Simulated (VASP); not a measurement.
Here is a VASP 6.6.1 calculation.

INCAR

```
SYSTEM = Si4F
ALGO = Normal
EDIFF = 1E-7
ENCUT = 520
GGA = PE
ISIF = 2
ISMEAR = 0
LASPH = .True.
LCHARG = .False.
LREAL = .False.
LWAVE = .False.
NBANDS = 20
NELM = 80
PREC = Accurate
SIGMA = 0.1
```

KPOINTS

```
k-points
0
Gamma
  6 6 4
  0 0 0
```

Contents of POSCAR:

```
Si4F
1.0
    4.8694301300      0.0000000000      0.0000000000
   -2.4347150700      4.2170502000      0.0000000000
    0.0000000000      0.0000000000      4.1208975800
Si F
4 1
Direct
    0.0000000000      0.0000000000      0.5000000000
    0.5000000000      0.0000000000      0.0000000000
    0.0000000000      0.5000000000      0.0000000000
    0.5000000000      0.5000000000      0.0000000000
    0.0000000000      0.0000000000      0.0000000000
```

Potentials or basis: VASP PAW PBE potentials, release 64 (Si, F).

Run with:

```bash
$ cat potpaw_PBE.64/Si/POTCAR potpaw_PBE.64/F/POTCAR > POTCAR
$ mpirun -np 1 vasp_std > vasp.out
```

Task: Estimate the band gap on the k mesh.

Result: Zero (an odd number of electrons rules out a gap without spin polarisation).

Task: What does it give for the pressure?

Result: 10.1 GPa.

Stress tensor (GPa, compression positive):
```
14.67  0.00  0.00
 0.00 14.67  0.00
 0.00  0.00  1.06
```

Caveat: the k points lie up to 0.38 Å⁻¹ apart, too coarse for converged energies and pressures of a metal; an odd number of electrons without spin polarisation forces a metal; a magnetic or distorted state may lie lower.
